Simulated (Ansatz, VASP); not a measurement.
## BiS in VASP and in Ansatz

The input INCAR:

```
SYSTEM = BiS
PREC = Accurate
ENCUT = 520
EDIFF = 1E-7
ISMEAR = -1
SIGMA = 0.05
LREAL = .FALSE.
LASPH = .TRUE.
NELM = 60
ALGO = Normal
ISIF = 2
LWAVE = .FALSE.
LCHARG = .TRUE.
GGA = PE
LELF = .TRUE.
LVHAR = .TRUE.
NBANDS = 18
```

KPOINTS

```
Automatic mesh
0
G
  7 7 7
  0 0 0
```

POSCAR

```
BiS
1.0
    3.9212286694      0.0000000000      0.0000000000
    0.0000000000      3.9212286694      0.0000000000
    0.0000000000      0.0000000000      3.9212286694
Bi S
1 1
Direct
    0.5000000000      0.5000000000      0.5000000000
    0.0000000000      0.0000000000      0.0000000000
```

Contents of input.yaml:

```yaml
crystal:
  lattice:
    - [3.9212286694, 0.0, 0.0]
    - [0.0, 3.9212286694, 0.0]
    - [0.0, 0.0, 3.9212286694]
  atoms:
    - { symbol: Bi, position: [0.5, 0.5, 0.5] }
    - { symbol: S, position: [0.0, 0.0, 0.0] }
kpoints:
  mp_grid: { grid: [7, 7, 7] }
scf:
  occupations: { method: fermi_dirac, width: 0.05 }
hamiltonian:
  xc: pbe
  pseudopotentials: { kind: all_electron, lapw: { basis_error: 0.0005 } }
output:
  forces: true
  stress: true
  eigenvalues: true
```

Change from the starting cell: volume scaled by 0.94.

Alike in both runs: task single point; functional PBE; k mesh 7 × 7 × 7; occupations fermi-dirac, width 0.05 eV; no spin polarisation.

|  | VASP | Ansatz |
| --- | --- | --- |
| version | VASP 6.6.1 | Ansatz 0.2.0 |
| potentials or method | VASP PAW PBE potentials, release 64 (Bi_d, S), cutoff 520 eV | all-electron LAPW, scalar-relativistic |

VASP gave:

- gap on the k mesh at the Fermi level (eV): none
- pressure (GPa): -10.3

Question: What did Ansatz give for the same quantities?

Answer: gap on the k mesh at the Fermi level (eV): none; pressure (GPa): -10.2.

A gap of «none» marks a metal or a gap that the smearing closes. Ansatz ran all-electron here, and VASP with PAW potentials.

Spin-orbit coupling is off throughout.
